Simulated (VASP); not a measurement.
# Au (Fm-3m) in VASP: further runs, part 2 of 2

VASP 6.6.1.

### 5 Single point, PBEsol

This run uses another cell than the first one, of 17.03 Å³/atom, 1.003 times its volume.

INCAR reads:

```
PREC = Accurate
ENCUT = 520
EDIFF = 1E-6
ISMEAR = 0
SIGMA = 0.1
LREAL = F
LASPH = T
NELM = 100
ALGO = Fast
ISIF = 2
LWAVE = F
LCHARG = F
GGA = PS
ISYM = 0
NBANDS = 12
```

KPOINTS reads:

```
regular mesh
0
Gamma
  12 12 15
```

POSCAR reads:

```
Au
1.0
    2.8876514700      0.0000000000      0.0000000000
   -1.4438257350      2.5007795303      0.0000000000
    1.4438257350      0.8335931768      2.3577575522
Au
1
Direct
    0.0000000000      0.0000000000      0.0000000000
```

Potentials or basis: VASP PAW PBE potentials, release 64 (Au).

Command:

```console
> cat potpaw_PBE.64/Au/POTCAR > POTCAR
> mpirun -np 1 vasp_std > vasp.out
```

OUTCAR:

```text
PREC = Accurate
   ENCUT = 520
   EDIFF = 1E-6
   ISMEAR = 0
   LREAL = F
   LASPH = T
   NELM = 100
   ISIF = 2
   GGA = PS
   ISYM = 0

 ion  position               nearest neighbor table
   1  0.000  0.000  0.000-

IMPORTANT INFORMATION: All symmetrisations will be switched off!
NOSYMM: (Re-)initialisation of all symmetry stuff for point group C_1.

----------------------------------------------------------------------------------------

                                     Primitive cell

  volume of cell :      17.0263

  direct lattice vectors                    reciprocal lattice vectors
     2.887651470  0.000000000  0.000000000     0.346302180  0.199937657 -0.282754546
    -1.443825735  2.500779530  0.000000000     0.000000000  0.399875314 -0.141377273
     1.443825735  0.833593177  2.357757552     0.000000000  0.000000000  0.424131819

  length of vectors
     2.887651470  2.887651470  2.887651470     0.489745240  0.424131819  0.424131819

  position of ions in fractional coordinates (direct lattice)
     0.000000000  0.000000000  0.000000000

  ion indices of the primitive-cell ions
   primitive index   ion index
                 1           1

----------------------------------------------------------------------------------------

 KPOINTS: regular mesh

Automatic generation of k-mesh.
 Grid dimensions read from file:
 generate k-points for:   12   12   15

 Generating k-lattice:

  Cartesian coordinates                     Fractional coordinates (reciprocal lattice)
     0.028858515  0.016661471 -0.023562879     0.083333333  0.000000000 -0.000000000
     0.000000000  0.033322943 -0.011781439     0.000000000  0.083333333 -0.000000000
     0.000000000  0.000000000  0.028275455     0.000000000  0.000000000  0.066666667

  Length of vectors
     0.040812103  0.035344318  0.028275455

  Shift w.r.t. Gamma in fractional coordinates (k-lattice)
     0.000000000  0.000000000  0.000000000

 -----------------------------------------------------------------------------
|                                                                             |
|           W    W    AA    RRRRR   N    N  II  N    N   GGGG   !!!           |
|           W    W   A  A   R    R  NN   N  II  NN   N  G    G  !!!           |
|           W    W  A    A  R    R  N N  N  II  N N  N  G       !!!           |
|           W WW W  AAAAAA  RRRRR   N  N N  II  N  N N  G  GGG   !            |
|           WW  WW  A    A  R   R   N   NN  II  N   NN  G    G                |
|           W    W  A    A  R    R  N    N  II  N    N   GGGG   !!!           |
|                                                                             |
|     Your reciprocal lattice and k-lattice belong to different lattice       |
|     classes:                                                                |
|                                                                             |
|        The reciprocal lattice is body-centered cubic,                       |
|        whereas your k-lattice is base-centered monoclinic.                  |
|                                                                             |
|     Results are often still useful ...                                      |
|                                                                             |
 -----------------------------------------------------------------------------

 WARNING: IBZKPT: internal override: KBLOWUP is changed to .FALSE.
      ... skipping the blow-up phase ...

 Subroutine IBZKPT returns following result:
 ===========================================

 Found   1082 irreducible k-points:

 Following reciprocal coordinates:
            Coordinates               Weight
  0.000000  0.000000  0.000000      1.000000
  0.083333 -0.000000  0.000000      2.000000
  0.166667 -0.000000  0.000000      2.000000
  0.250000  0.000000  0.000000      2.000000
  0.333333  0.000000  0.000000      2.000000
  0.416667 -0.000000  0.000000      2.000000
[... 16 lines left out ...]
  0.250000  0.166667 -0.000000      2.000000
  0.333333  0.166667 -0.000000      2.000000
 [... further k-points ...]
   k-points           NKPTS =   1082   k-points in BZ     NKDIM =   1082   number of bands    NBANDS=     12
   number of dos      NEDOS =    301   number of ions     NIONS =      1
   total plane-waves  NPLWV =  13824
   dimension x,y,z NGX =    24 NGY =   24 NGZ =   24
   dimension x,y,z NGXF=    48 NGYF=   48 NGZF=   48
   ions per type =               1
   NGX,Y,Z   is equivalent  to a cutoff of  13.82, 13.82, 13.82 a.u.
   NGXF,Y,Z  is equivalent  to a cutoff of  27.63, 27.63, 27.63 a.u.
 SYSTEM =  unknown system
   PREC   = accura    normal or accurate (medium, high low for compatibility)
   ISTART =      0    job   : 0-new  1-cont  2-samecut
   ICHARG =      2    charge: 1-file 2-atom 10-const
   ISPIN  =      1    spin polarized calculation?
   LNONCOLLINEAR =      F non collinear calculations
   LSORBIT =      F    spin-orbit coupling
   LASPH  =      T    aspherical Exc in radial PAW
   ENCUT  =  520.0 eV  38.22 Ry    6.18 a.u.   5.37  5.37  5.37*2*pi/ulx,y,z
   NELM   =    100;   NELMIN=  2; NELMDL= -5     # of ELM steps
   EDIFF  = 0.1E-05   stopping-criterion for ELM
   LREAL  =      F    real-space projection
   EDIFFG = 0.1E-04   stopping-criterion for IOM
   NSW    =      0    number of steps for IOM
   IBRION =     -1    ionic relax: 0-MD 1-quasi-New 2-CG
   NFREE  =      0    steps in history (QN), initial steepest desc. (CG)
   ISIF   =      2    stress and relaxation
   ISYM   =      0    0-nonsym 1-usesym 2-fastsym
   POTIM  = 0.5000    time-step for ionic-motion
   TEBEG  =    0.0;   TEEND  =   0.0 temperature during run
   PSTRESS=    0.0 pullay stress
   NELECT =      11.0000    total number of electrons
   NUPDOWN=      -1.0000    fix difference up-down
   EMIN   =  10.00;   EMAX   =-10.00  energy-range for DOS
   EFERMI =   0.00;   METHOD = LEGACY
   ISMEAR =     0;   SIGMA  =   0.10  broadening in eV -4-tet -1-fermi 0-gaus
   EFERMI_NEDOS =   21; number of points for ismear=-14 and -15
   IALGO  =     68    algorithm
   IMIX   =      4    mixing-type and parameters
     AMIX     =   0.40;   BMIX     =  1.00
     AMIX_MAG =   1.60;   BMIX_MAG =  1.00
  volume/ion in A,a.u.               =      17.03       114.90
  Fermi-wavevector in a.u.,A,eV,Ry     =   1.415248  2.674431 27.251483  2.002928
  Thomas-Fermi vector in A             =   2.536706
   LORBIT       =      0    0 simple, 1 ext, 2 COOP (PROOUT), +10 PAW based schemes
   GGA     = PS    functional components
   LHFCALC =     F    Hartree Fock is set to
   AEXX    =    0.0000 exact exchange contribution
   IVDW    =     0    specifies the selected vdW correction
   LEPSILON=     F    determine dielectric tensor
   LRPA    =     F    only Hartree local field effects (RPA)
 non-spin polarized calculation
 RMM-DIIS sequential band-by-band and
 Gauss-broadening in eV      SIGMA  =   0.10
  energy-cutoff  :      520.00
  volume of cell :       17.03
 maximum number of plane-waves:       477
 NGX is ok and might be reduce to    24
   NGX = 11   NGY = 11   NGZ = 11

 number of electron      11.0000000 magnetization

 Free energy of the ion-electron system (eV)
  ---------------------------------------------------
  ext. energy  EPLUGINS =         0.00000000
  ---------------------------------------------------
  free energy    TOTEN  =        -3.92049558 eV

  energy without entropy =       -3.91892556  energy(sigma->0) =       -3.91971057

 E-fermi :   9.2778     XC(G=0): -12.8901

 val. band max:        9.2715530404   @ k =   0.4167   0.5000   0.1333
 cond. band min:       9.2845200021   @ k =   0.5000  -0.1667   0.1333
 fundamental gap:      0.0129669617
 Fermi energy:         9.2777844469

 k-point     1 :       0.0000    0.0000    0.0000
  band No.  band energies     occupation
      1      -0.6372      2.00000
      2       4.6069      2.00000
      3       4.6093      2.00000
      4       4.6124      2.00000
      5       6.1416      2.00000
      6       6.1432      2.00000
      7      23.7915      0.00000
      8      27.7898      0.00000
      9      27.7920      0.00000
     10      27.7942      0.00000
     11      32.6611      0.00000
     12      37.3348      0.00000
[... 331 lines left out ...]
 k-point    24 :       0.3333    0.1667   -0.0000
  band No.  band energies     occupation
      1       2.6304      2.00000
      2       3.0730      2.00000
      3       5.8526      2.00000
      4       6.5334      2.00000
      5       7.4922      2.00000
      6      10.4133      0.00000
      7      15.7914      0.00000
      8      18.9962      0.00000
      9      21.0162      0.00000
     10      26.9831      0.00000
     11      30.6426      0.00000
     12      35.9828      0.00000

 [... further k-points ...]
[... 5 lines left out ...]
  --------------------------------------------------------------------------------------
  -------------------------------------------------------------------------------------
  Total        0.0171026      0.0334805     -0.1329588     -0.0141836     -0.0197825     -0.0342654
  in kB        1.6093632      3.1505297    -12.5114709     -1.3346816     -1.8615365     -3.2243850
  external PRESSURE =      -2.5838593 kB  Pullay stress =       0.0000000 kB

 VOLUME and BASIS-vectors are now :
 -----------------------------------------------------------------------------
  energy-cutoff  :      520.00
  volume of cell :       17.03
      direct lattice vectors                 reciprocal lattice vectors
     2.887651470  0.000000000  0.000000000     0.346302180  0.199937657 -0.282754546
    -1.443825735  2.500779530  0.000000000     0.000000000  0.399875314 -0.141377273
     1.443825735  0.833593177  2.357757552     0.000000000  0.000000000  0.424131819

 POSITION                                       TOTAL-FORCE (eV/Angst)
 -----------------------------------------------------------------------------------
      0.00000      0.00000      0.00000        -0.000000     -0.000001     -0.000000
 -----------------------------------------------------------------------------------
    total drift:                               -0.000000     -0.000001     -0.000000

  FREE ENERGIE OF THE ION-ELECTRON SYSTEM (eV)
  ---------------------------------------------------
  free  energy   TOTEN  =        -3.9204955848 eV

  energy  without entropy=       -3.9189255571  energy(sigma->0) =       -3.91971057
```

OSZICAR:

```text
N       E                     dE             d eps       ncg     rms          rms(c)
DAV:   1     0.490248535490E+02    0.49025E+02   -0.55680E+03 26928   0.816E+02
DAV:   2    -0.355909903949E+01   -0.52584E+02   -0.49515E+02 30468   0.187E+02
DAV:   3    -0.425740298741E+01   -0.69830E+00   -0.69766E+00 31296   0.209E+01
DAV:   4    -0.425969534443E+01   -0.22924E-02   -0.22922E-02 31192   0.138E+00
DAV:   5    -0.425971169149E+01   -0.16347E-04   -0.16347E-04 31956   0.110E-01    0.962E+00
RMM:   6    -0.394570463030E+01    0.31401E+00   -0.36246E-01 26040   0.498E+00    0.592E+00
RMM:   7    -0.392338927125E+01    0.22315E-01   -0.41323E-02 27572   0.188E+00    0.288E+00
RMM:   8    -0.392053550061E+01    0.28538E-02   -0.39308E-03 29173   0.547E-01    0.394E-01
RMM:   9    -0.392049415290E+01    0.41348E-04   -0.50276E-04 30591   0.189E-01    0.114E-01
RMM:  10    -0.392049539800E+01   -0.12451E-05   -0.75368E-05 30561   0.657E-02    0.741E-02
RMM:  11    -0.392049555987E+01   -0.16187E-06   -0.15043E-05 28754   0.252E-02    0.101E-02
RMM:  12    -0.392049558482E+01   -0.24948E-07   -0.16956E-06 24451   0.802E-03
   1 F= -.39204956E+01 E0= -.39197106E+01  d E =-.157003E-02
```

stdout:

```text
POSCAR found type information on POSCAR Au
 POSCAR found :  1 types and       1 ions
 scaLAPACK will be used
 -----------------------------------------------------------------------------
|                                                                             |
|                                                                             |
|     You enforced a specific xc type in the INCAR file but a different       |
|     I HOPE YOU KNOW WHAT YOU ARE DOING!                                     |
[... 23 lines left out ...]
 POSCAR, INCAR and KPOINTS ok, starting setup
 FFT: planning ... GRIDC
 FFT: planning ... GRID_SOFT
 FFT: planning ... GRID
 WAVECAR not read
 entering main loop
WARNING in EDDRMM: call to ZHEGV failed, returncode =   8  4     11
WARNING in EDDRMM: call to ZHEGV failed, returncode =   8  4     12
WARNING in EDDRMM: call to ZHEGV failed, returncode =   8  4     12
```

It took 94 s on 1 thread of Intel Xeon Platinum 8488C (Sapphire Rapids), shared host; peak memory 0.32 GiB.

The run converged, but its numbers aren't listed here, since they failed a check.

Caveat: the PAW data sets were made with another functional, which shifts forces and pressure a little; spin-orbit coupling is left out, which moves the levels of the heavy elements.

### 6 Overview

```csv
task,cell,k mesh,cutoff (eV),gap on the mesh (eV),pressure (GPa)
single point,"a = 2.885 Å, angles 60.0°, 1 atom",8 × 8 × 8,520,none,1.1
single point,"a = 2.888 Å, angles 60.0°, 1 atom",18 × 18 × 18,520,none,-0.3
relaxation of cell and atoms,"relaxed from a = 2.885 Å, angles 60.0°, 1 atom",18 × 18 × 18,600,none,0.0
```

Alike in all rows: level PBEsol; potentials or basis VASP PAW PBE potentials, release 64 (Au); no spin polarisation; smearing gaussian 0.1 eV.

Caveats: the PAW data sets were made with another functional, which shifts forces and pressure a little; spin-orbit coupling is left out, which moves the levels of the heavy elements.

Absolute energies hang on the potentials; compare differences alone.
